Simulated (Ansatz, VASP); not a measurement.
## Al2Cu: VASP beside Ansatz

```
CELL_PARAMETERS angstrom
-2.98174 2.98174 2.40529
2.98174 -2.98174 2.40529
2.98174 2.98174 -2.40529
ATOMIC_POSITIONS crystal
Al 0.34178 0.15822 0.50000
Al 0.15822 0.65822 0.81644
Al 0.84178 0.34178 0.18356
Al 0.65822 0.84178 0.50000
Cu 0.75000 0.75000 0.00000
Cu 0.25000 0.25000 0.00000
```

Alike in both runs: functional PBE; dispersion D3(BJ); k mesh 10 × 10 × 10; occupations gaussian, width 0.1 eV; no spin polarisation.

Ansatz relaxed the structure, and its values are those at the end. VASP's run is a single point on that final structure, the one shown.

|  | VASP | Ansatz |
| --- | --- | --- |
| version | VASP 6.6.1 | Ansatz 0.2.0 |
| potentials or method | VASP PAW PBE potentials, release 64 (Al, Cu), cutoff 520 eV | scalar-relativistic, plane waves, PAW |
| valence electrons in the cell | 34 | 50 |

```tsv
	VASP	Ansatz	Ansatz less VASP
gap on the k mesh at the Fermi level (eV)	none	none	-
pressure (GPa)	0.2	0.0	-0.20
```

A gap of «none» marks a metal or a gap that the smearing closes. VASP's potentials hold 34 valence electrons a cell and Ansatz's 50, so a difference there can come from the potentials and not from the codes.
